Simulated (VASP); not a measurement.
PbS, 2 atoms in the cell. It takes space group P-6m2 (No. 187, hexagonal). Conventional cell: a = 4.170 Å, b = 4.170 Å, c = 3.862 Å, α = 90.00°, β = 90.00°, γ = 120.00°. Pb (site symmetry -6m2) has 6 S at 3.09 Å and 2 Pb at 3.86 Å within 4.1 Å. Within 4.1 Å of S (site symmetry -6m2) lie 6 Pb at 3.09 Å and 2 S at 3.86 Å. 

| Item | Value |
| --- | --- |
| Program | VASP 6.6.1 |
| Task | single point |
| Functional | PBEsol |
| Potentials or basis | VASP PAW PBE potentials, release 64 (Pb_d, S) |
| Cutoff | 500 eV |
| k mesh | 5 × 5 × 5 |
| Occupations | gaussian, width 0.01 eV |
| Spin | no spin polarisation |
| Dipole correction | no |
| Further INCAR settings | ALGO = Normal; EDIFF = 1e-06; NBANDS = 17 |

Potentials or basis: VASP PAW PBE potentials, release 64 (Pb_d, S).

Run with:

```sh
$ cat potpaw_PBE.64/Pb_d/POTCAR potpaw_PBE.64/S/POTCAR > POTCAR
$ mpirun -np 1 vasp_std > vasp.out
```

Hardware: 1 thread of Intel(R) Xeon(R) 6975P-C (Granite Rapids) (shared host).

Question: Estimate the wall time of this run.

Answer: Wall time 6.7 s on 1 thread of Intel(R) Xeon(R) 6975P-C (Granite Rapids), on a shared host, peak memory 0.16 GiB. Counts: scf iterations 13, k points 15.
